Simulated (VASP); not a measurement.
# Fe (Immm) in VASP: further runs

Runs on Fe. Level: PBE. Tasks: single point.

Everything below comes from runs of VASP 6.6.1. Logs are shortened: lines on timing, memory, paths and dates and some standing lists are left out, and cuts for length are marked.

## 1. The cell of the first run

It takes space group Immm (No. 71, orthorhombic). The conventional cell has a = 2.633 Å, b = 2.832 Å, c = 3.143 Å, α = 90.00°, β = 90.00°, γ = 90.00°. Fe (site symmetry mmm) has 14 Fe at 2.49 to 3.14 Å within 3.3 Å.

## 2. Single point, PBE, collinear spin, ferromagnetic start (normal strain along x +0.1100, normal strain along z -0.0700)

The input, INCAR:

```
ALGO = Normal ; EDIFF = 1E-6
ENCUT = 520 ; GGA = PE
ISIF = 2 ; ISMEAR = 0
ISPIN = 2 ; LASPH = True
LCHARG = False ; LMAXMIX = 4
LORBIT = 11 ; LREAL = False
LWAVE = False ; MAGMOM = 2.44
NBANDS = 14 ; NELM = 150
PREC = Accurate ; SIGMA = 0.15
```

The input, KPOINTS:

```
k-points
0
Gamma
  10 10 10
```

The input, POSCAR:

```
Fe
1.0
   -1.5715103435      1.4157750842      1.3166708283
    1.5715103435     -1.4157750842      1.3166708283
    1.5715103435      1.4157750842     -1.3166708283
Fe
1
Direct
    0.0000000000      0.0000000000      0.0000000000
```

Potentials or basis: VASP PAW PBE potentials, release 64 (Fe).

Launch:

```console
$ cat potpaw_PBE.64/Fe/POTCAR > POTCAR
$ mpirun -np 1 vasp_std > vasp.out
```

OUTCAR:

```text
EDIFF = 1E-6
   ENCUT = 520
   GGA = PE
   ISIF = 2
   ISMEAR = 0
   ISPIN = 2
   LASPH = True
   LORBIT = 11
   LREAL = False
   NELM = 150
   PREC = Accurate

 ion  position               nearest neighbor table
   1  0.000  0.000  0.000-

  LATTYP: Found a body centered orthorhombic cell.
 ALAT       =     2.6333416566
 B/A-ratio  =     1.0752688172
 C/A-ratio  =     1.1935483871

  Lattice vectors:

 A1 = (  -1.5715103435,   1.4157750842,  -1.3166708283)
 A2 = (  -1.5715103435,  -1.4157750842,   1.3166708283)
 A3 = (   1.5715103435,   1.4157750842,   1.3166708283)

Analysis of symmetry for initial positions (statically):
=====================================================================
 Subroutine PRICEL returns:
 Original cell was already a primitive cell.

 Routine SETGRP: Setting up the symmetry group for a
 body centered orthorhombic supercell.

 Subroutine GETGRP returns: Found  8 space group operations
 (whereof  8 operations were pure point group operations)
 out of a pool of  8 trial point group operations.

The static configuration has the point symmetry D_2h.

Analysis of symmetry for dynamics (positions and initial velocities):
=====================================================================
 Subroutine PRICEL returns:
 Original cell was already a primitive cell.

 Routine SETGRP: Setting up the symmetry group for a
 body centered orthorhombic supercell.

 Subroutine GETGRP returns: Found  8 space group operations
 (whereof  8 operations were pure point group operations)
 out of a pool of  8 trial point group operations.

The dynamic configuration has the point symmetry D_2h.

Analysis of structural, dynamic, and magnetic symmetry:
=====================================================================
 Subroutine PRICEL returns:
 Original cell was already a primitive cell.

 Routine SETGRP: Setting up the symmetry group for a
 body centered orthorhombic supercell.

 Subroutine GETGRP returns: Found  8 space group operations
 (whereof  8 operations were pure point group operations)
 out of a pool of  8 trial point group operations.

The overall configuration has the point symmetry D_2h.

 Subroutine INISYM returns: Found  8 space group operations
 (whereof  8 operations are pure point group operations),
 and found     1 'primitive' translations

----------------------------------------------------------------------------------------

                                     Primitive cell

  volume of cell :      11.7179
[... 116 lines left out ...]
   LEPSILON=     F    determine dielectric tensor
   LRPA    =     F    only Hartree local field effects (RPA)
 spin polarized calculation
 Gauss-broadening in eV      SIGMA  =   0.15
  energy-cutoff  :      520.00
  volume of cell :       11.72
 maximum number of plane-waves:       326
   NGX =  9   NGY =  9   NGZ =  9

 number of electron       8.0000003 magnetization       2.2925182

 Free energy of the ion-electron system (eV)
  ---------------------------------------------------
  ext. energy  EPLUGINS =         0.00000000
  ---------------------------------------------------
  free energy    TOTEN  =        -8.18215483 eV

  energy without entropy =       -8.17105041  energy(sigma->0) =       -8.17660262

 E-fermi :   5.5642     XC(G=0): -12.9360

 val. band max:        5.5636767286   @ k =   0.5000  -0.2000   0.1000
 cond. band min:       5.5684944969   @ k =   0.2000  -0.2000   0.1000
 fundamental gap:      0.0048177684
 Fermi energy:         5.5642270705

 spin component 1

 k-point     1 :       0.0000    0.0000    0.0000
  band No.  band energies     occupation
      1      -2.7481      1.00000
      2       2.9229      1.00000
      3       3.3794      1.00000
      4       3.7428      1.00000
      5       3.9227      1.00000
      6       4.6368      1.00000
      7      28.4047      0.00000
      8      29.8497      0.00000
      9      32.2641      0.00000
     10      34.2421      0.00000
     11      34.6805      0.00000
     12      34.9272      0.00000
     13      36.5361      0.00000
     14      37.2481      0.00000
[... 379 lines left out ...]
      3       3.1260      1.00000
      4       3.8399      1.00000
      5       4.5971      1.00000
      6       4.7525      1.00000
      7      19.5780      0.00000
      8      26.0322      0.00000
      9      28.6778      0.00000
     10      30.2660      0.00000
     11      34.2866      0.00000
     12      36.6394      0.00000
     13      39.7789      0.00000
     14      40.8045      0.00000

 [... further k-points ...]

 spin component 2

 k-point     1 :       0.0000    0.0000    0.0000
  band No.  band energies     occupation
      1      -2.5653      1.00000
      2       4.7799      1.00000
      3       5.3987      0.94069
      4       6.0091      0.00001
      5       6.4919      0.00000
      6       7.6228      0.00000
      7      28.1553      0.00000
      8      29.7913      0.00000
      9      32.1321      0.00000
     10      34.6569      0.00000
     11      35.3202      0.00000
     12      35.8533      0.00000
     13      36.4026      0.00000
     14      37.9090      0.00000
[... 379 lines left out ...]
      3       5.1886      0.99980
      4       6.2794      0.00000
      5       6.9640      0.00000
      6       7.5078      0.00000
      7      20.2886      0.00000
      8      26.2195      0.00000
      9      29.3539      0.00000
     10      30.5543      0.00000
     11      34.5983      0.00000
     12      37.0988      0.00000
     13      40.1229      0.00000
     14      41.2833      0.00000

 [... further k-points ...]
[... 5 lines left out ...]
  --------------------------------------------------------------------------------------
  -------------------------------------------------------------------------------------
  Total       -0.8204952     -0.4058995      0.5374498      0.0000000      0.0000000      0.0000000
  in kB     -112.1858129    -55.4983941     73.4851786      0.0000000      0.0000000      0.0000000
  external PRESSURE =     -31.3996762 kB  Pullay stress =       0.0000000 kB

 VOLUME and BASIS-vectors are now :
 -----------------------------------------------------------------------------
  energy-cutoff  :      520.00
  volume of cell :       11.72
      direct lattice vectors                 reciprocal lattice vectors
    -1.571510343  1.415775084  1.316670828     0.000000000  0.353163441  0.379745635
     1.571510343 -1.415775084  1.316670828     0.318165262  0.000000000  0.379745635
     1.571510343  1.415775084 -1.316670828     0.318165262  0.353163441  0.000000000

 POSITION                                       TOTAL-FORCE (eV/Angst)
 -----------------------------------------------------------------------------------
      0.00000      0.00000      0.00000         0.000000      0.000000     -0.000000
 -----------------------------------------------------------------------------------
    total drift:                                0.000000     -0.000000     -0.000000

  FREE ENERGIE OF THE ION-ELECTRON SYSTEM (eV)
  ---------------------------------------------------
  free  energy   TOTEN  =        -8.1821548272 eV

  energy  without entropy=       -8.1710504147  energy(sigma->0) =       -8.17660262

 total charge

# of ion       s       p       d       tot
------------------------------------------
    1        0.478   0.515   6.218   7.210

 magnetization (x)

# of ion       s       p       d       tot
------------------------------------------
    1       -0.015  -0.052   2.359   2.293
```

OSZICAR:

```text
N       E                     dE             d eps       ncg     rms          rms(c)
DAV:   1     0.216699750687E+02    0.21670E+02   -0.37845E+03 10502   0.688E+02
DAV:   2    -0.828191144063E+01   -0.29952E+02   -0.27573E+02 10422   0.128E+02
DAV:   3    -0.920441688552E+01   -0.92251E+00   -0.91521E+00 11636   0.233E+01
DAV:   4    -0.920752809704E+01   -0.31112E-02   -0.31109E-02 11088   0.122E+00
DAV:   5    -0.920754334246E+01   -0.15245E-04   -0.15245E-04 11724   0.884E-02    0.110E+01
DAV:   6    -0.827365619271E+01    0.93389E+00   -0.11477E+01 12120   0.385E+01    0.627E+00
DAV:   7    -0.818838497322E+01    0.85271E-01   -0.91599E-01 11790   0.103E+01    0.332E+00
DAV:   8    -0.818794668744E+01    0.43829E-03   -0.12817E-02 11454   0.692E-01    0.155E+00
DAV:   9    -0.818172939117E+01    0.62173E-02   -0.13935E-02 12924   0.742E-01    0.484E-01
DAV:  10    -0.818205080310E+01   -0.32141E-03   -0.10861E-03 10880   0.290E-01    0.145E-01
DAV:  11    -0.818214807432E+01   -0.97271E-04   -0.70690E-04 11660   0.210E-01    0.414E-02
DAV:  12    -0.818215385133E+01   -0.57770E-05   -0.11597E-05 10694   0.369E-02    0.154E-02
DAV:  13    -0.818215482719E+01   -0.97586E-06   -0.15311E-06  9414   0.119E-02
   1 F= -.81821548E+01 E0= -.81766026E+01  d E =-.111044E-01  mag=     2.2926
```

Run time: 68 s. Hardware: 1 thread of AMD EPYC 7R43 (Zen 3), shared host; peak memory 0.12 GiB.

Results:

```
Free energy                                           : -8.1822 eV
Pressure                                              : -3.1 GPa
Net moment                                            : 2.29 μB per cell
Site moments                                          : Fe +2.29 μB
Valence electrons inside the program's atomic spheres : Fe 7.21
```

Caveat: the cell differs from its parent crystal (normal strain along x +0.1100, normal strain along z -0.0700).

## 3. Single point, PBE, collinear spin, ferromagnetic start (normal strain along x -0.0367, normal strain along z +0.0700)

The input, INCAR:

```
ALGO     = Normal         # electronic algorithm
EDIFF    = 1E-6           # SCF threshold, eV
ENCUT    = 520            # plane-wave cutoff, eV
GGA      = PE             # functional
ISIF     = 2              # what is computed and relaxed
ISMEAR   = 0              # smearing method
ISPIN    = 2              # spin polarisation
LASPH    = True           # aspherical terms in the spheres
LCHARG   = False          # write CHGCAR
LMAXMIX  = 4              # l up to which the mixer works
LORBIT   = 11             # projections on sites
LREAL    = False          # projectors in reciprocal space
LWAVE    = False          # write WAVECAR
MAGMOM   = 2.44           # initial moments
NBANDS   = 14             # bands
NELM     = 150            # most SCF steps
PREC     = Accurate       # precision mode
SIGMA    = 0.15           # smearing width, eV
```

KPOINTS is that of step 2.

The input, POSCAR:

```
Fe
1.0
   -1.3638161386      1.4157750842      1.5148793401
    1.3638161386     -1.4157750842      1.5148793401
    1.3638161386      1.4157750842     -1.5148793401
Fe
1
Direct
    0.0000000000      0.0000000000      0.0000000000
```

Potentials or basis: VASP PAW PBE potentials, release 64 (Fe).

Launch:

```console
$ cat potpaw_PBE.64/Fe/POTCAR > POTCAR
$ mpirun -np 1 vasp_std > vasp.out
```

It took 58 s on 1 thread of AMD EPYC 7R43 (Zen 3), shared host; peak memory 0.11 GiB.

The run converged. Its results:

* Free energy: -8.2220 eV
* Pressure: -4.8 GPa
* Net moment: 2.24 μB per cell
* Site moments: Fe +2.24 μB
* Valence electrons inside the program's atomic spheres: Fe 7.21

Stress tensor (GPa, compression positive):
```
  1.24   0.00   0.00
  0.00  -5.43   0.00
  0.00   0.00 -10.08
```

Levels at points of the mesh, in eV from the Fermi level:
Spin up:
```csv
k point,band 2,band 3,band 4,band 5,band 6,band 7,band 8,band 9
"(0.00, 0.00, 0.00)",-2.48,-2.25,-1.98,-1.38,-0.95,23.55,24.71,25.80
"(0.50, 0.00, 0.00)",-2.97,-1.46,-0.95,0.15,0.22,6.60,19.21,21.32
"(0.00, 0.50, 0.00)",-3.23,-1.38,-0.68,0.24,0.47,7.02,18.36,20.09
"(0.50, 0.50, 0.00)",-3.64,-0.88,-0.64,0.35,1.00,7.70,16.94,18.08
"(0.50, 0.50, 0.50)",-4.59,-0.09,0.07,0.14,7.63,10.09,11.59,14.12
```
Spin down:
| k point | band 1 | band 2 | band 3 | band 4 | band 5 | band 6 |
| --- | --- | --- | --- | --- | --- | --- |
| (0.00, 0.00, 0.00) | -8.12 | -0.62 | -0.31 | 0.13 | 1.27 | 1.95 |
| (0.50, 0.00, 0.00) | -3.52 | -1.11 | 0.22 | 1.07 | 1.87 | 2.53 |
| (0.00, 0.50, 0.00) | -3.49 | -1.43 | 0.56 | 1.28 | 2.07 | 2.53 |
| (0.50, 0.50, 0.00) | -3.44 | -1.98 | 1.12 | 1.88 | 2.12 | 2.58 |
| (0.50, 0.50, 0.50) | -2.95 | -2.74 | 2.26 | 2.29 | 2.31 | 7.88 |

Caveat: the cell differs from its parent crystal (normal strain along x -0.0367, normal strain along z +0.0700).

## 4. Single point, PBE, collinear spin, ferromagnetic start (normal strain along x +0.0733, normal strain along z -0.0233)

The input, INCAR:

```
  PREC = Accurate
  ENCUT = 520
  EDIFF = 1E-6
  ISMEAR = 0
  SIGMA = 0.15
  LREAL = F
  LASPH = T
  NELM = 150
  ALGO = Fast
  ISIF = 2
  LWAVE = F
  LCHARG = T
  ISPIN = 2
  MAGMOM = 2.44
  LORBIT = 11
  LMAXMIX = 4
  GGA = PE
  LELF = T
  LVHAR = T
  NBANDS = 14
```

The input, KPOINTS:

```
Automatic mesh
0
Gamma
  10 10 10
```

The input, POSCAR:

```
Fe
1.0
   -1.5195513979      1.4157750842      1.3827875247
    1.5195513979     -1.4157750842      1.3827875247
    1.5195513979      1.4157750842     -1.3827875247
Fe
1
Direct
    0.0000000000      0.0000000000      0.0000000000
```

Launch:

```console
$ cat potpaw_PBE.64/Fe/POTCAR > POTCAR
$ mpirun -np 1 vasp_std > vasp.out
```

It took 92 s on 1 thread of AMD EPYC 7R43 (Zen 3), shared host; peak memory 0.13 GiB.

Results (log left out):

```yaml
Free_energy: -8.2183 eV
Pressure: -7.6 GPa
Net_moment: 2.26 μB per cell
Site_moments: Fe +2.27 μB
Valence_electrons_inside_the_program's_atomic_spheres: Fe 7.18
```

Stress tensor (GPa, compression positive):
```
-12.20   0.00   0.00
  0.00  -7.29   0.00
  0.00   0.00  -3.46
```

Levels at points of the mesh, in eV from the Fermi level:
Spin up:
```
           k point  band 3  band 4  band 5  band 6  band 7  band 8
(0.00, 0.00, 0.00)   -2.25   -1.97   -1.34   -0.96   23.48   24.73
(0.50, 0.00, 0.00)   -0.85   -0.70    0.33    0.99    7.53   16.85
(0.00, 0.50, 0.00)   -1.36   -0.74    0.22    0.44    6.82   18.35
(0.50, 0.50, 0.00)   -1.41   -0.90    0.20    0.24    6.56   18.89
(0.50, 0.50, 0.50)   -0.10    0.06    0.11    7.64   10.20   11.14
```
Spin down:
```tsv
k point	band 1	band 2	band 3	band 4	band 5	band 6	band 7
(0.00, 0.00, 0.00)	-8.02	-0.49	-0.30	0.16	1.34	1.95	23.18
(0.50, 0.00, 0.00)	-3.33	-1.87	1.09	1.91	2.10	2.58	8.91
(0.00, 0.50, 0.00)	-3.38	-1.30	0.51	1.30	2.04	2.53	8.22
(0.50, 0.50, 0.00)	-3.41	-1.10	0.31	1.17	1.92	2.54	7.97
(0.50, 0.50, 0.50)	-2.82	-2.63	2.27	2.30	2.31	7.88	10.47
```

Caveat: the cell differs from its parent crystal (normal strain along x +0.0733, normal strain along z -0.0233).

## 5. Single point, PBE, collinear spin, ferromagnetic start (normal strain along x +0.1100, normal strain along z -0.0467)

The input, INCAR:

```
SYSTEM = Fe
  PREC = Accurate
  ENCUT = 520
  EDIFF = 1E-6
  ISMEAR = 0
  SIGMA = 0.15
  LREAL = .FALSE.
  LASPH = .TRUE.
  NELM = 150
  ALGO = Fast
  ISIF = 2
  LWAVE = .FALSE.
  LCHARG = .FALSE.
  ISPIN = 2
  MAGMOM = 2.44
  LORBIT = 11
  LMAXMIX = 4
  GGA = PE
  NBANDS = 14
```

The input, KPOINTS:

```
regular mesh
0
G
  10 10 10
  0 0 0
```

The input, POSCAR:

```
Fe
1.0
   -1.5715103435      1.4157750842      1.3496583878
    1.5715103435     -1.4157750842      1.3496583878
    1.5715103435      1.4157750842     -1.3496583878
Fe
1
Direct
    0.0000000000      0.0000000000      0.0000000000
```

Launch:

```console
$ cat potpaw_PBE.64/Fe/POTCAR > POTCAR
$ mpirun -np 1 vasp_std > vasp.out
```

Run time: 73 s. Hardware: 1 thread of AMD EPYC 7R43 (Zen 3), shared host; peak memory 0.12 GiB.

It converged, with:

| Property | Result |
| --- | --- |
| Free energy | -8.1887 eV |
| Pressure | -7.4 GPa |
| Net moment | 2.33 μB per cell |
| Site moments | Fe +2.34 μB |
| Valence electrons inside the program's atomic spheres | Fe 7.16 |

Stress tensor (GPa, compression positive):
```
-14.08   0.00   0.00
  0.00  -7.92   0.00
  0.00   0.00  -0.32
```

Levels at points of the mesh, in eV from the Fermi level:
Spin up:
```
           k point  band 1  band 2  band 3  band 4  band 5  band 6  band 7  band 8  band 9  band 10
(0.00, 0.00, 0.00)   -8.15   -2.50   -2.22   -1.85   -1.53   -0.95   22.85   24.39   25.93    28.42
(0.50, 0.00, 0.00)   -4.72   -3.70   -0.84   -0.56    0.27    1.23    7.75   16.20   16.99    21.03
(0.00, 0.50, 0.00)   -4.65   -3.10   -1.56   -0.60    0.10    0.45    6.74   18.37   19.98    23.15
(0.50, 0.50, 0.00)   -4.66   -2.78   -1.67   -0.93    0.03    0.09    6.20   19.48   21.55    24.27
(0.50, 0.50, 0.50)   -4.70   -4.43   -0.22    0.01    0.09    6.57   10.21   12.16   13.15    16.27
```
Spin down:
```csv
k point,band 1,band 2,band 3,band 4,band 5,band 6
"(0.00, 0.00, 0.00)",-7.98,-0.57,-0.18,0.44,1.11,2.05
"(0.50, 0.00, 0.00)",-3.25,-1.99,1.36,2.02,2.26,2.60
"(0.00, 0.50, 0.00)",-3.32,-1.19,0.53,1.17,2.18,2.50
"(0.50, 0.50, 0.00)",-3.38,-0.77,0.10,0.91,1.93,2.53
"(0.50, 0.50, 0.50)",-2.82,-2.53,2.29,2.34,2.36,6.82
```

Caveat: the cell differs from its parent crystal (normal strain along x +0.1100, normal strain along z -0.0467).

[end of part 1 of 2]
